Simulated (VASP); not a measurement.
A run of VASP 6.6.1 is set up as follows.

File INCAR:

```
PREC     = Accurate       # precision mode
ENCUT    = 520            # plane-wave cutoff, eV
EDIFF    = 1E-7           # SCF threshold, eV
ISMEAR   = -1             # smearing method
SIGMA    = 0.1            # smearing width, eV
LREAL    = F              # projectors in reciprocal space
LASPH    = T              # aspherical terms in the spheres
NELM     = 60             # most SCF steps
ALGO     = Normal         # electronic algorithm
ISIF     = 2              # what is computed and relaxed
LWAVE    = F              # write WAVECAR
LCHARG   = F              # write CHGCAR
GGA      = PS             # functional
NBANDS   = 18             # bands
```

File KPOINTS:

```
Automatic mesh
0
Gamma
  13 13 7
```

File POSCAR:

```
Cu
1.0
    2.5340966700      0.0000000000      0.0000000000
   -1.2670483300      2.1945920900      0.0000000000
    0.0000000000      0.0000000000      4.1125710000
Cu
2
Direct
    0.3333333333      0.6666666667      0.2500000000
    0.6666666667      0.3333333333      0.7500000000
```

Potentials or basis: VASP PAW PBE potentials, release 64 (Cu).

Launch:

```console
$ cat potpaw_PBE.64/Cu/POTCAR > POTCAR
$ mpirun -np 1 vasp_std > vasp.out
```

Problem. Predict the band gap on the k mesh.

Solution. Zero (bands 11 and 12 overlap by 4.98 eV).

Problem. Estimate the pressure.

Solution. -1.0 GPa.

Stress tensor (GPa, compression positive):
```
-2.15  0.00  0.00
 0.00 -2.15  0.00
 0.00  0.00  1.33
```

Caveat: the PAW data sets were made with another functional, which shifts forces and pressure a little.
